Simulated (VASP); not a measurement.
# Sr3Be4: relaxation of cell and atoms with PBE

Sr3Be4:

```
CELL_PARAMETERS angstrom
6.31051 0.00000 0.00000
0.00000 6.31051 0.00000
0.00000 0.00000 6.31051
ATOMIC_POSITIONS crystal
Sr 0.00000 0.50000 0.50000
Sr 0.50000 0.00000 0.50000
Sr 0.50000 0.50000 0.00000
Be 0.50000 0.00000 0.00000
Be 0.00000 0.50000 0.00000
Be 0.00000 0.00000 0.50000
Be 0.50000 0.50000 0.50000
```

```
Program                : VASP 6.6.1
Task                   : relaxation of cell and atoms
Functional             : PBE
Potentials or basis    : VASP PAW PBE potentials, release 64 (Sr_sv, Be)
Cutoff                 : 600 eV
k mesh                 : 6 × 6 × 6
Occupations            : gaussian, width 0.1 eV
Spin                   : no spin polarisation
Dipole correction      : no
Further INCAR settings : ALGO = Normal; EDIFF = 1e-06; IBRION = 2; EDIFFG = -0.01; NSW = 100; ISIF = 3
```

```
Relaxed volume                         : 36.14 Å³/atom
Relaxed cell                           : a = 6.324 Å, b = 6.324 Å, c = 6.324 Å, α = 90.00°, β = 90.00°, γ = 90.00°
Space group after relaxing (to 0.05 Å) : Pm-3m (No. 221)
Energy gained by relaxing              : 0.1 meV/atom
Ionic steps                            : 3
Pressure after relaxing                : 0.0 GPa
Band gap on the k mesh                 : zero (band 19 reaches 0.81 eV, above the bottom of band 20 at -0.16 eV)
```

Step by step:
| step | energy change (eV) | largest force (eV/Å) | pressure (GPa) | volume (Å³) |
| --- | --- | --- | --- | --- |
| 1 | 0.0000 | 0.0000 | 0.10 | 251.30 |
| 2 | -0.0004 | 0.0000 | 0.05 | 252.13 |
| 3 | -0.0005 | 0.0000 | -0.01 | 252.97 |

Final structure:
```
CELL_PARAMETERS angstrom
6.32442 0.00000 0.00000
0.00000 6.32442 0.00000
0.00000 0.00000 6.32442
ATOMIC_POSITIONS crystal
Sr 0.00000 0.50000 0.50000
Sr 0.50000 0.00000 0.50000
Sr 0.50000 0.50000 0.00000
Be 0.50000 0.00000 0.00000
Be 0.00000 0.50000 0.00000
Be 0.00000 0.00000 0.50000
Be 0.50000 0.50000 0.50000
```

Levels at points of the mesh, in eV from the Fermi level:
```csv
k point,band 15,band 16,band 17,band 18,band 19,band 20,band 21,band 22,band 23
"(0.00, 0.00, 0.00)",-2.42,-2.42,-0.28,-0.28,-0.28,1.45,1.45,1.45,1.73
"(0.50, 0.00, 0.00)",-2.35,-1.97,0.10,0.10,0.13,0.13,0.22,0.27,0.28
"(0.50, 0.50, 0.00)",-2.86,-2.40,-0.59,-0.59,-0.22,0.23,0.58,0.64,0.64
"(0.50, 0.50, 0.50)",-2.19,-2.19,-1.65,-1.65,-1.65,-0.84,0.59,0.59,0.59
```

It took 120 s on 1 thread of Intel(R) Xeon(R) 6975P-C (Granite Rapids), on a shared host, peak memory 0.44 GiB.
